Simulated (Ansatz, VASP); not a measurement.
# One calculation of Ba, two programs

```xyz
1
Lattice="0.0000 2.9943 2.9943 2.9943 0.0000 2.9943 2.9943 2.9943 0.0000" Properties=species:S:1:pos:R:3 pbc="T T T"
Ba    0.0000    0.0000    0.0000
```

Alike in both runs: task single point; functional LDA; k mesh 10 × 10 × 10; occupations fermi-dirac, width 0.1 eV; no spin polarisation.

```csv
,VASP,Ansatz
version,VASP 6.6.1,Ansatz 0.2.0
potentials or method,"VASP PAW LDA potentials, release 64 (Ba_sv), cutoff 520 eV","plane waves (420 eV) with PAW, scalar-relativistic"
valence electrons in the cell,10,10
```

```tsv
	VASP	Ansatz	Ansatz less VASP
pressure (GPa)	0.1	0.0	-0.09
```

Ansatz warns that its potentials were made for another functional, while VASP's fit it. LDA's correlation is that of Perdew and Zunger in VASP and of Perdew and Wang (1992) in Ansatz.

Spin-orbit coupling is off throughout.
